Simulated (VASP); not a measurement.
# Ce (Fm-3m) in VASP: a series of runs

The runs below take Ce through single point, with PBE.

Program: VASP 6.6.1. These are calculated values, not measurements. Logs are shortened: lines on timing, memory, paths and dates and some standing lists are left out, and cuts for length are marked.

## 1. The cell of the first run

Symmetry: Fm-3m, No. 225, cubic system. The conventional cell has a = 4.755 Å, b = 4.755 Å, c = 4.755 Å, α = 90.00°, β = 90.00°, γ = 90.00°. Within 4.4 Å of Ce (site symmetry m-3m) lie 12 Ce at 3.36 Å.

## 2. Single point, PBE

Contents of INCAR:

```
SYSTEM = Ce
ALGO     = Normal         ! electronic algorithm
EDIFF    = 1E-7           ! SCF threshold, eV
ENCUT    = 520            ! plane-wave cutoff, eV
GGA      = PE             ! functional
ISIF     = 2              ! what is computed and relaxed
ISMEAR   = -1             ! smearing method
LASPH    = .True.         ! aspherical terms in the spheres
LCHARG   = .True.         ! write CHGCAR
LELF     = .True.         ! ELF
LREAL    = .False.        ! projectors in reciprocal space
LVHAR    = .True.       
LWAVE    = .False.        ! write WAVECAR
NBANDS   = 12             ! bands
NELM     = 60             ! most SCF steps
PREC     = Accurate       ! precision mode
SIGMA    = 0.1            ! smearing width, eV
```

Contents of KPOINTS:

```
k-points
0
Gamma
  15 15 15
  0 0 0
```

Contents of POSCAR:

```
Ce
1.0
    0.0000000000      2.3774557369      2.3774557369
    2.3774557369      0.0000000000      2.3774557369
    2.3774557369      2.3774557369      0.0000000000
Ce
1
Direct
    0.0000000000      0.0000000000      0.0000000000
```

Potentials or basis: VASP PAW PBE potentials, release 64 (Ce).

The run is started by

```sh
$ cat potpaw_PBE.64/Ce/POTCAR > POTCAR
$ mpirun -np 1 vasp_std > vasp.out
```

OUTCAR:

```text
SYSTEM = Ce
   EDIFF = 1E-7
   ENCUT = 520
   GGA = PE
   ISIF = 2
   ISMEAR = -1
   LASPH = .True.
   LREAL = .False.
   NELM = 60
   PREC = Accurate

 ion  position               nearest neighbor table
   1  0.000  0.000  0.000-

  LATTYP: Found a face centered cubic cell.
 ALAT       =     4.7549114738

  Lattice vectors:

 A1 = (   0.0000000000,   2.3774557369,   2.3774557369)
 A2 = (   2.3774557369,   0.0000000000,   2.3774557369)
 A3 = (   2.3774557369,   2.3774557369,   0.0000000000)

Analysis of symmetry for initial positions (statically):
=====================================================================
 Subroutine PRICEL returns:
 Original cell was already a primitive cell.

 Routine SETGRP: Setting up the symmetry group for a
 face centered cubic supercell.

 Subroutine GETGRP returns: Found 48 space group operations
 (whereof 48 operations were pure point group operations)
 out of a pool of 48 trial point group operations.

The static configuration has the point symmetry O_h .

Analysis of symmetry for dynamics (positions and initial velocities):
=====================================================================
 Subroutine PRICEL returns:
 Original cell was already a primitive cell.

 Routine SETGRP: Setting up the symmetry group for a
 face centered cubic supercell.

 Subroutine GETGRP returns: Found 48 space group operations
 (whereof 48 operations were pure point group operations)
 out of a pool of 48 trial point group operations.

The dynamic configuration has the point symmetry O_h .

 Subroutine INISYM returns: Found 48 space group operations
 (whereof 48 operations are pure point group operations),
 and found     1 'primitive' translations

----------------------------------------------------------------------------------------

                                     Primitive cell

  volume of cell :      26.8762

  direct lattice vectors                    reciprocal lattice vectors
     0.000000000  2.377455737  2.377455737    -0.210308858  0.210308858  0.210308858
     2.377455737  0.000000000  2.377455737     0.210308858 -0.210308858  0.210308858
     2.377455737  2.377455737  0.000000000     0.210308858  0.210308858 -0.210308858

  length of vectors
     3.362230147  3.362230147  3.362230147     0.364265627  0.364265627  0.364265627

  position of ions in fractional coordinates (direct lattice)
     0.000000000  0.000000000  0.000000000

  ion indices of the primitive-cell ions
   primitive index   ion index
                 1           1

----------------------------------------------------------------------------------------

 KPOINTS: k-points

Automatic generation of k-mesh.
 Grid dimensions read from file:
 generate k-points for:   15   15   15

 Generating k-lattice:

  Cartesian coordinates                     Fractional coordinates (reciprocal lattice)
    -0.014020591  0.014020591  0.014020591     0.066666667  0.000000000  0.000000000
     0.014020591 -0.014020591  0.014020591     0.000000000  0.066666667  0.000000000
     0.014020591  0.014020591 -0.014020591     0.000000000  0.000000000  0.066666667

  Length of vectors
     0.024284375  0.024284375  0.024284375

  Shift w.r.t. Gamma in fractional coordinates (k-lattice)
     0.000000000  0.000000000  0.000000000

 Subroutine IBZKPT returns following result:
 ===========================================

 Found    120 irreducible k-points:

 Following reciprocal coordinates:
            Coordinates               Weight
  0.000000  0.000000  0.000000      1.000000
  0.066667  0.000000  0.000000      8.000000
  0.133333  0.000000  0.000000      8.000000
  0.200000  0.000000  0.000000      8.000000
  0.266667  0.000000  0.000000      8.000000
  0.333333  0.000000  0.000000      8.000000
[... 16 lines left out ...]
  0.133333  0.133333  0.000000      6.000000
  0.200000  0.133333  0.000000     24.000000
 [... further k-points ...]
   k-points           NKPTS =    120   k-points in BZ     NKDIM =    120   number of bands    NBANDS=     12
   number of dos      NEDOS =    301   number of ions     NIONS =      1
   total plane-waves  NPLWV =  21952
   dimension x,y,z NGX =    28 NGY =   28 NGZ =   28
   dimension x,y,z NGXF=    56 NGYF=   56 NGZF=   56
   ions per type =               1
   NGX,Y,Z   is equivalent  to a cutoff of  13.84, 13.84, 13.84 a.u.
   NGXF,Y,Z  is equivalent  to a cutoff of  27.69, 27.69, 27.69 a.u.
 SYSTEM =  Ce
   PREC   = accura    normal or accurate (medium, high low for compatibility)
   ISTART =      0    job   : 0-new  1-cont  2-samecut
   ICHARG =      2    charge: 1-file 2-atom 10-const
   ISPIN  =      1    spin polarized calculation?
   LNONCOLLINEAR =      F non collinear calculations
   LSORBIT =      F    spin-orbit coupling
   LASPH  =      T    aspherical Exc in radial PAW
   ENCUT  =  520.0 eV  38.22 Ry    6.18 a.u.   6.25  6.25  6.25*2*pi/ulx,y,z
   NELM   =     60;   NELMIN=  2; NELMDL= -5     # of ELM steps
   EDIFF  = 0.1E-06   stopping-criterion for ELM
   LREAL  =      F    real-space projection
   EDIFFG = 0.1E-05   stopping-criterion for IOM
   NSW    =      0    number of steps for IOM
   IBRION =     -1    ionic relax: 0-MD 1-quasi-New 2-CG
   NFREE  =      0    steps in history (QN), initial steepest desc. (CG)
   ISIF   =      2    stress and relaxation
   ISYM   =      2    0-nonsym 1-usesym 2-fastsym
   POTIM  = 0.5000    time-step for ionic-motion
   TEBEG  =    0.0;   TEEND  =   0.0 temperature during run
   PSTRESS=    0.0 pullay stress
   NELECT =      12.0000    total number of electrons
   NUPDOWN=      -1.0000    fix difference up-down
   EMIN   =  10.00;   EMAX   =-10.00  energy-range for DOS
   EFERMI =   0.00;   METHOD = LEGACY
   ISMEAR =    -1;   SIGMA  =   0.10  broadening in eV -4-tet -1-fermi 0-gaus
   EFERMI_NEDOS =   21; number of points for ismear=-14 and -15
   IALGO  =     38    algorithm
   IMIX   =      4    mixing-type and parameters
     AMIX     =   0.40;   BMIX     =  1.00
     AMIX_MAG =   1.60;   BMIX_MAG =  1.00
  volume/ion in A,a.u.               =      26.88       181.37
  Fermi-wavevector in a.u.,A,eV,Ry     =   1.251256  2.364531 21.301844  1.565641
  Thomas-Fermi vector in A             =   2.385212
   LORBIT       =      0    0 simple, 1 ext, 2 COOP (PROOUT), +10 PAW based schemes
   GGA     = PE    functional components
   LHFCALC =     F    Hartree Fock is set to
   AEXX    =    0.0000 exact exchange contribution
   IVDW    =     0    specifies the selected vdW correction
   LEPSILON=     F    determine dielectric tensor
   LRPA    =     F    only Hartree local field effects (RPA)
 non-spin polarized calculation
  energy-cutoff  :      520.00
  volume of cell :       26.88
 maximum number of plane-waves:       745
 NGX is ok and might be reduce to    28
   NGX = 13   NGY = 13   NGZ = 13

 number of electron      12.0000000 magnetization

 Free energy of the ion-electron system (eV)
  ---------------------------------------------------
  ext. energy  EPLUGINS =         0.00000000
  ---------------------------------------------------
  free energy    TOTEN  =        -5.97430958 eV

  energy without entropy =       -5.87578535  energy(sigma->0) =       -5.92504747

 E-fermi :   9.2440     XC(G=0): -11.2132

 val. band max:        9.2342053082   @ k =  -0.1333   0.2000   0.0667
 cond. band min:       9.2535983627   @ k =   0.3333   0.1333   0.0667
 fundamental gap:      0.0193930545
 Fermi energy:         9.2440156512

 k-point     1 :       0.0000    0.0000    0.0000
  band No.  band energies     occupation
      1     -25.4838      2.00000
      2      -6.7199      2.00000
      3      -6.7199      2.00000
      4      -6.7199      2.00000
      5       6.3296      2.00000
      6       9.0863      1.65765
      7       9.6608      0.03050
      8       9.6608      0.03050
      9       9.6608      0.03050
     10      10.3994      0.00002
     11      10.3994      0.00002
     12      10.3994      0.00002

 k-point     2 :       0.0667    0.0000    0.0000
  band No.  band energies     occupation
      1     -25.4636      2.00000
      2      -6.8640      2.00000
      3      -6.7357      2.00000
      4      -6.7357      2.00000
      5       6.5276      2.00000
      6       9.0310      1.78753
      7       9.6435      0.03615
      8       9.6680      0.02841
      9       9.6680      0.02841
     10      10.2807      0.00006
     11      10.2807      0.00006
     12      10.4003      0.00002

 k-point     3 :       0.1333    0.0000    0.0000
  band No.  band energies     occupation
      1     -25.4057      2.00000
      2      -7.2535      2.00000
      3      -6.7800      2.00000
      4      -6.7800      2.00000
      5       7.0275      2.00000
      6       8.9293      1.91756
      7       9.5935      0.05890
      8       9.6900      0.02286
      9       9.6900      0.02286
     10      10.1096      0.00035
     11      10.1096      0.00035
     12      10.4031      0.00002
[... 286 lines left out ...]
 k-point    23 :       0.1333    0.1333    0.0000
  band No.  band energies     occupation
      1     -25.3797      2.00000
      2      -7.2329      2.00000
      3      -6.8978      2.00000
      4      -6.8978      2.00000
      5       7.2909      2.00000
      6       8.7608      1.98419
      7       9.5049      0.13714
      8       9.7285      0.01562
      9       9.7285      0.01562
     10      10.1216      0.00031
     11      10.1216      0.00031
     12      10.2651      0.00007

 k-point    24 :       0.2000    0.1333    0.0000
  band No.  band energies     occupation
      1     -25.3150      2.00000
      2      -7.5814      2.00000
      3      -6.9843      2.00000
      4      -6.9601      2.00000
      5       7.7579      2.00000
      6       8.6172      1.99622
      7       9.4280      0.27406
      8       9.7656      0.01080
      9       9.7657      0.01079
     10      10.0369      0.00072
     11      10.0468      0.00065
     12      10.2382      0.00010

 [... further k-points ...]
[... 5 lines left out ...]
  --------------------------------------------------------------------------------------
  -------------------------------------------------------------------------------------
  Total       -0.0430378     -0.0430378     -0.0430378      0.0000000     -0.0000000     -0.0000000
  in kB       -2.5656237     -2.5656237     -2.5656237      0.0000000     -0.0000000     -0.0000000
  external PRESSURE =      -2.5656237 kB  Pullay stress =       0.0000000 kB

 VOLUME and BASIS-vectors are now :
 -----------------------------------------------------------------------------
  energy-cutoff  :      520.00
  volume of cell :       26.88
      direct lattice vectors                 reciprocal lattice vectors
     0.000000000  2.377455737  2.377455737    -0.210308858  0.210308858  0.210308858
     2.377455737  0.000000000  2.377455737     0.210308858 -0.210308858  0.210308858
     2.377455737  2.377455737  0.000000000     0.210308858  0.210308858 -0.210308858

 POSITION                                       TOTAL-FORCE (eV/Angst)
 -----------------------------------------------------------------------------------
      0.00000      0.00000      0.00000         0.000000      0.000000      0.000000
 -----------------------------------------------------------------------------------
    total drift:                                0.000000     -0.000000      0.000000

  FREE ENERGIE OF THE ION-ELECTRON SYSTEM (eV)
  ---------------------------------------------------
  free  energy   TOTEN  =        -5.9743095820 eV

  energy  without entropy=       -5.8757853506  energy(sigma->0) =       -5.92504747
```

Run time: 60 s. Hardware: 1 thread of Intel Xeon Platinum 8375C at 2.90GHz (Ice Lake), shared host; peak memory 0.2 GiB.

What came out:

* Free energy: -5.9743 eV
* Pressure: -0.3 GPa
* Band gap on the k mesh: zero (band 6 reaches 9.56 eV, above the bottom of band 7 at 9.15 eV)

Levels at points of the mesh, in eV from the Fermi level:
```csv
k point,band 3,band 4,band 5,band 6,band 7,band 8,band 9,band 10
"(0.00, 0.00, 0.00)",-15.96,-15.96,-2.91,-0.16,0.42,0.42,0.42,1.16
```

Caveat: spin-orbit coupling is left out, which moves the levels of the heavy elements. Spin polarisation is off, so any magnetic state and its effect on volume and gap are missing.

[end of part 1 of 2]
